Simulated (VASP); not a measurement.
# Hf (P6_3/mmc) in VASP: notebook

Hf is run at these levels: LDA; tasks: single point.

Everything below comes from runs of VASP 6.6.1. Logs are shortened: lines on timing, memory, paths and dates and some standing lists are left out, and cuts for length are marked.

### 1 The cell of the first run

It takes space group P6_3/mmc (No. 194, hexagonal). Conventional cell: a = 2.315 Å, b = 2.315 Å, c = 4.041 Å, α = 90.00°, β = 90.00°, γ = 120.00°. Hf (site symmetry -6m2) has 12 Hf at 2.31 to 2.42 Å within 3.1 Å.

### 2 Single point, LDA

INCAR reads:

```
SYSTEM = Hf
PREC     = Accurate       ! precision mode
ENCUT    = 520            ! plane-wave cutoff, eV
EDIFF    = 1E-6           ! SCF threshold, eV
ISMEAR   = -1             ! smearing method
SIGMA    = 0.08           ! smearing width, eV
LREAL    = .False.        ! projectors in reciprocal space
LASPH    = .True.         ! aspherical terms in the spheres
NELM     = 60             ! most SCF steps
ALGO     = Normal         ! electronic algorithm
ISIF     = 2              ! what is computed and relaxed
LWAVE    = .False.        ! write WAVECAR
LCHARG   = .False.        ! write CHGCAR
NBANDS   = 17             ! bands
```

KPOINTS reads:

```
regular mesh
0
Gamma
  15 15 8
  0 0 0
```

POSCAR reads:

```
Hf
1.0
    2.3145087330      0.0000000000      0.0000000000
   -1.1572543665      2.0044233601      0.0000000000
    0.0000000000      0.0000000000      4.0407957324
Hf
2
Direct
    0.3333333333      0.6666666667      0.2500000000
    0.6666666667      0.3333333333      0.7500000000
```

Potentials or basis: VASP PAW LDA potentials, release 64 (Hf_pv).

Launch:

```sh
$ cat potpaw_LDA.64/Hf_pv/POTCAR > POTCAR
$ mpirun -np 1 vasp_std > vasp.out
```

OUTCAR:

```text
SYSTEM = Hf
   PREC = Accurate
   ENCUT = 520
   EDIFF = 1E-6
   ISMEAR = -1
   LREAL = .False.
   LASPH = .True.
   NELM = 60
   ISIF = 2

 ion  position               nearest neighbor table
   1  0.333  0.667  0.250-   2 2.42   2 2.42   2 2.42   2 2.42   2 2.42   2 2.42   2 3.35   2 3.35
                             2 3.35   2 3.35   2 3.35   2 3.35
   2  0.667  0.333  0.750-   1 2.42   1 2.42   1 2.42   1 2.42   1 2.42   1 2.42   1 3.35   1 3.35
                             1 3.35   1 3.35   1 3.35   1 3.35

  LATTYP: Found a hexagonal cell.
 ALAT       =     2.3145087330
 C/A-ratio  =     1.7458546061

  Lattice vectors:

 A1 = (   2.3145087330,   0.0000000000,   0.0000000000)
 A2 = (  -1.1572543665,   2.0044233601,   0.0000000000)
 A3 = (   0.0000000000,   0.0000000000,   4.0407957324)

Analysis of symmetry for initial positions (statically):
=====================================================================
 Subroutine PRICEL returns:
 Original cell was already a primitive cell.

 Routine SETGRP: Setting up the symmetry group for a
 hexagonal supercell.

 Subroutine GETGRP returns: Found 24 space group operations
 (whereof 12 operations were pure point group operations)
 out of a pool of 24 trial point group operations.

The static configuration has the point symmetry D_3d.
 The point group associated with its full space group is D_6h.

Analysis of symmetry for dynamics (positions and initial velocities):
=====================================================================
 Subroutine PRICEL returns:
 Original cell was already a primitive cell.

 Routine SETGRP: Setting up the symmetry group for a
 hexagonal supercell.

 Subroutine GETGRP returns: Found 24 space group operations
 (whereof 12 operations were pure point group operations)
 out of a pool of 24 trial point group operations.

The dynamic configuration has the point symmetry D_3d.
 The point group associated with its full space group is D_6h.

 Subroutine INISYM returns: Found 24 space group operations
 (whereof 12 operations are pure point group operations),
 and found     1 'primitive' translations

----------------------------------------------------------------------------------------

                                     Primitive cell

  volume of cell :      18.7463

  direct lattice vectors                    reciprocal lattice vectors
     2.314508733  0.000000000  0.000000000     0.432057130  0.249448300  0.000000000
    -1.157254366  2.004423360  0.000000000     0.000000000  0.498896600  0.000000000
     0.000000000  0.000000000  4.040795732     0.000000000  0.000000000  0.247476009

  length of vectors
     2.314508733  2.314508733  4.040795732     0.498896600  0.498896600  0.247476009

  position of ions in fractional coordinates (direct lattice)
     0.333333333  0.666666667  0.250000000
     0.666666667  0.333333333  0.750000000
[... 83 lines left out ...]
   ISIF   =      2    stress and relaxation
   ISYM   =      2    0-nonsym 1-usesym 2-fastsym
   POTIM  = 0.5000    time-step for ionic-motion
   TEBEG  =    0.0;   TEEND  =   0.0 temperature during run
   PSTRESS=    0.0 pullay stress
   NELECT =      20.0000    total number of electrons
   NUPDOWN=      -1.0000    fix difference up-down
   EMIN   =  10.00;   EMAX   =-10.00  energy-range for DOS
   EFERMI =   0.00;   METHOD = LEGACY
   ISMEAR =    -1;   SIGMA  =   0.08  broadening in eV -4-tet -1-fermi 0-gaus
   EFERMI_NEDOS =   21; number of points for ismear=-14 and -15
   IALGO  =     38    algorithm
   IMIX   =      4    mixing-type and parameters
     AMIX     =   0.40;   BMIX     =  1.00
     AMIX_MAG =   1.60;   BMIX_MAG =  1.00
  volume/ion in A,a.u.               =       9.37        63.25
  Fermi-wavevector in a.u.,A,eV,Ry     =   1.672809  3.161151 38.073060  2.798291
  Thomas-Fermi vector in A             =   2.757891
   LORBIT       =      0    0 simple, 1 ext, 2 COOP (PROOUT), +10 PAW based schemes
   GGA     = CA    functional components
   LHFCALC =     F    Hartree Fock is set to
   AEXX    =    0.0000 exact exchange contribution
   IVDW    =     0    specifies the selected vdW correction
   LEPSILON=     F    determine dielectric tensor
   LRPA    =     F    only Hartree local field effects (RPA)
 non-spin polarized calculation
  energy-cutoff  :      520.00
  volume of cell :       18.75
 maximum number of plane-waves:       529
 NGX is ok and might be reduce to    18
   NGX =  9   NGY =  9   NGZ = 15

 number of electron      20.0000005 magnetization

 Free energy of the ion-electron system (eV)
  ---------------------------------------------------
  ext. energy  EPLUGINS =         0.00000000
  ---------------------------------------------------
  free energy    TOTEN  =        -6.73298313 eV

  energy without entropy =       -6.71542685  energy(sigma->0) =       -6.72420499

 E-fermi :  12.9988     XC(G=0): -16.0694

 val. band max:       12.9731217975   @ k =   0.3333   0.2000   0.2500
 cond. band min:      13.0727411406   @ k =   0.0667   0.0667   0.3750
 fundamental gap:      0.0996193431
 Fermi energy:        12.9988494871

 k-point     1 :       0.0000    0.0000    0.0000
  band No.  band energies     occupation
      1     -22.1617      2.00000
      2     -14.1245      2.00000
      3     -14.0268      2.00000
      4     -14.0268      2.00000
      5     -13.2245      2.00000
      6     -13.2245      2.00000
[... 457 lines left out ...]
      4     -17.8277      2.00000
      5     -16.8683      2.00000
      6     -16.2229      2.00000
[... 9 lines left out ...]
     16      25.0860      0.00000
     17      26.6539      0.00000

 [... further k-points ...]

------------------------ aborting loop because EDIFF is reached ----------------------------------------

  FORCE on cell =-STRESS in cart. coord.  units (eV):
  Direction    XX          YY          ZZ          XY          YZ          ZX
  --------------------------------------------------------------------------------------
  -------------------------------------------------------------------------------------
  Total       46.3852260     46.3852260     46.2983852      0.0000000     -0.0000000      0.0000000
  in kB     3964.3782355   3964.3782356   3956.9562688      0.0000000     -0.0000000      0.0000000
  external PRESSURE =    3961.9042466 kB  Pullay stress =       0.0000000 kB

 VOLUME and BASIS-vectors are now :
 -----------------------------------------------------------------------------
  energy-cutoff  :      520.00
  volume of cell :       18.75
      direct lattice vectors                 reciprocal lattice vectors
     2.314508733  0.000000000  0.000000000     0.432057130  0.249448300  0.000000000
    -1.157254366  2.004423360  0.000000000     0.000000000  0.498896600  0.000000000
     0.000000000  0.000000000  4.040795732     0.000000000  0.000000000  0.247476009

 POSITION                                       TOTAL-FORCE (eV/Angst)
 -----------------------------------------------------------------------------------
     -0.00000      1.33628      1.01020         0.000000      0.000000      0.000000
      1.15725      0.66814      3.03060        -0.000000     -0.000000      0.000000
 -----------------------------------------------------------------------------------
    total drift:                                0.000000     -0.000000      0.000000

  FREE ENERGIE OF THE ION-ELECTRON SYSTEM (eV)
  ---------------------------------------------------
  free  energy   TOTEN  =        -6.7329831292 eV

  energy  without entropy=       -6.7154268526  energy(sigma->0) =       -6.72420499
```

stdout:

```text
POSCAR found type information on POSCAR Hf
 POSCAR found :  1 types and       2 ions
 scaLAPACK will be used
 LDA part: xc-table for (Slater(with rela. corr.)+CA(PZ))
 , standard interpolation
 POSCAR, INCAR and KPOINTS ok, starting setup
 FFT: planning ... GRIDC
 FFT: planning ... GRID_SOFT
 FFT: planning ... GRID
 WAVECAR not read
 entering main loop
```

Wall time 45 s (1 thread of Intel Xeon 8259CL, shared host); peak memory 0.15 GiB.

What came out:

```
Free energy            : -6.7330 eV
Pressure               : 396.2 GPa
Band gap on the k mesh : zero (bands 10 and 11 overlap by 2.00 eV)
```

Stress tensor (GPa, compression positive):
```
396.44   0.00   0.00
  0.00 396.44   0.00
  0.00   0.00 395.70
```

Caveat: the cell stands under pressure; spin-orbit coupling is left out, which moves the levels of the heavy elements.

### 3 Single point, LDA (9.37 Å³/atom)

INCAR reads:

```
  ALGO = Normal
  EDIFF = 1E-7
  ENCUT = 520
  ISIF = 2
  ISMEAR = -1
  LASPH = T
  LCHARG = F
  LREAL = F
  LWAVE = F
  NBANDS = 17
  NELM = 60
  PREC = Accurate
  SIGMA = 0.08
```

KPOINTS reads:

```
k-points
0
Gamma
  15 15 8
```

POSCAR is that of step 2.

Potentials or basis: VASP PAW LDA potentials, release 64 (Hf_pv).

Launch:

```sh
$ cat potpaw_LDA.64/Hf_pv/POTCAR > POTCAR
$ mpirun -np 1 vasp_std > vasp.out
```

It took 49 s on 1 thread of Intel Xeon 8259CL, shared host; peak memory 0.15 GiB.

Results (log left out):

```yaml
Free_energy: -6.7330 eV
Pressure: 396.2 GPa
Band_gap_on_the_k_mesh: zero (bands 10 and 11 overlap by 2.00 eV)
```

Stress tensor (GPa, compression positive):
```
396.44   0.00   0.00
  0.00 396.44   0.00
  0.00   0.00 395.70
```

Levels at points of the mesh, in eV from the Fermi level:
```
           k point  band 8  band 9  band 10  band 11  band 12  band 13
(0.00, 0.00, 0.00)   -6.35   -1.09     0.85     0.85     2.58     2.58
(0.00, 0.00, 0.50)   -4.91    0.92     0.92     0.92     0.92     1.31
```

Caveat: the cell stands under pressure; spin-orbit coupling is left out, which moves the levels of the heavy elements.
